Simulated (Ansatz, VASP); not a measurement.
**Ba: VASP beside Ansatz**

Contents of INCAR:

```
PREC = Accurate
ENCUT = 500
EDIFF = 1E-6
ISMEAR = 0
SIGMA = 0.05
LREAL = False
LASPH = True
NELM = 120
ALGO = Normal
ISIF = 2
LWAVE = False
LCHARG = False
GGA = PS
NBANDS = 11
GGA_COMPAT = False
```

Contents of KPOINTS:

```
regular mesh
0
Gamma
  12 12 12
```

File POSCAR:

```
Ba
1.0
   -2.4434032992      2.4434032992      2.4434032992
    2.4434032992     -2.4434032992      2.4434032992
    2.4434032992      2.4434032992     -2.4434032992
Ba
1
Direct
    0.0000000000      0.0000000000      0.0000000000
```

Input for Ansatz:

```yaml
crystal:
  lattice:
    - [-2.4434032992, 2.4434032992, 2.4434032992]
    - [2.4434032992, -2.4434032992, 2.4434032992]
    - [2.4434032992, 2.4434032992, -2.4434032992]
  atoms:
    - { symbol: Ba, position: [0.0, 0.0, 0.0] }
basis:
  ecutwfc: 600
  ecutrho_ratio: 5
kpoints:
  mp_grid: { grid: [12, 12, 12] }
hamiltonian:
  xc: pbesol
scf:
  occupations: { method: gaussian, width: 0.05 }
output:
  forces: true
  stress: true
  eigenvalues: true
```

Alike in both runs: task single point; functional PBEsol; k mesh 12 × 12 × 12; occupations gaussian, width 0.05 eV; no spin polarisation.

|  | VASP | Ansatz |
| --- | --- | --- |
| version | VASP 6.6.1 | Ansatz 0.2.0 |
| potentials or method | VASP PAW PBE potentials, release 64 (Ba_sv), cutoff 500 eV | scalar-relativistic, plane waves, PAW |
| valence electrons in the cell | 10 | 10 |

Ansatz gave:

```
pressure (GPa) : -0.1
```

Question: What did VASP give for the same quantities?

Answer: Pressure (GPa): 0.0.

VASP's potentials were made for PBE, not for PBEsol. The functional is the same, so the differences come from potentials, cutoffs and numerics.

Neither program's run includes spin-orbit coupling.
